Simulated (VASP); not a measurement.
Here is a VASP 6.6.1 calculation.

INCAR

```
  PREC = Accurate
  ENCUT = 600
  EDIFF = 1E-7
  ISMEAR = -1
  SIGMA = 0.05
  LREAL = False
  LASPH = True
  NELM = 80
  ALGO = Normal
  ISIF = 3
  LWAVE = False
  LCHARG = False
  GGA = PS
  IBRION = 2
  NSW = 80
  EDIFFG = -0.01
  PSTRESS = 300.0
```

Contents of KPOINTS:

```
Automatic mesh
0
Gamma
  7 7 7
```

File POSCAR:

```
KBr
1.0
    0.0000000000      3.3000000000      3.3000000000
    3.3000000000      0.0000000000      3.3000000000
    3.3000000000      3.3000000000      0.0000000000
Br K
1 1
Direct
    0.5000000000      0.5000000000      0.5000000000
    0.0000000000      0.0000000000      0.0000000000
```

Potentials or basis: VASP PAW PBE potentials, release 64 (Br, K_sv).

Command:

```console
$ cat potpaw_PBE.64/Br/POTCAR potpaw_PBE.64/K_sv/POTCAR > POTCAR
$ mpirun -np 1 vasp_std > vasp.out
```

Q: Predict the relaxed cell.

A: a = 3.891 Å, b = 3.891 Å, c = 3.891 Å, α = 60.00°, β = 60.00°, γ = 60.00°.

Q: Estimate the band gap on the k mesh.

A: 4.26 eV, indirect (least direct gap 4.66 eV).

Q: Predict the space group after relaxing (to 0.05 Å).

A: Fm-3m (No. 225).

Q: What does it give for the relaxed volume?

A: 20.83 Å³/atom.

The path:
| step | energy change (eV) | largest force (eV/Å) | pressure (GPa) | volume (Å³) |
| --- | --- | --- | --- | --- |
| 1 | 0.0000 | 0.0000 | -0.28 | 71.87 |
| 2 | 14.9746 | 0.0000 | 275.43 | 21.85 |
| 3 | 0.9470 | 0.0000 | 18.92 | 46.08 |
| 4 | 1.2991 | 0.0000 | 24.79 | 43.49 |
| 5 | 1.6279 | 0.0000 | 30.27 | 41.57 |
| 6 | 1.5356 | 0.0000 | 28.73 | 42.07 |
| 7 | 1.5396 | 0.0000 | 28.80 | 42.04 |
| 8 | 1.5517 | 0.0000 | 29.00 | 41.98 |
| 9 | 1.5519 | 0.0000 | 28.99 | 41.98 |
| 10 | 1.5526 | 0.0000 | 29.01 | 41.97 |
| 11 | 1.5538 | 0.0000 | 29.03 | 41.97 |
| 12 | 1.5562 | 0.0000 | 29.07 | 41.95 |
| 13 | 1.5611 | 0.0000 | 29.16 | 41.93 |
| 14 | 1.5709 | 0.0000 | 29.32 | 41.87 |
| 15 | 1.5906 | 0.0000 | 29.65 | 41.76 |
| 16 | 1.6307 | 0.0000 | 30.32 | 41.55 |
| 17 | 1.6117 | 0.0000 | 30.00 | 41.65 |

Caveat: the cell is relaxed towards a set pressure, so the enthalpy falls and the energy may rise; the volume moved by over 15 % at a fixed basis, so the end points are rough; the PAW data sets were made with another functional, which shifts forces and pressure a little. A k mesh can miss the band edges.
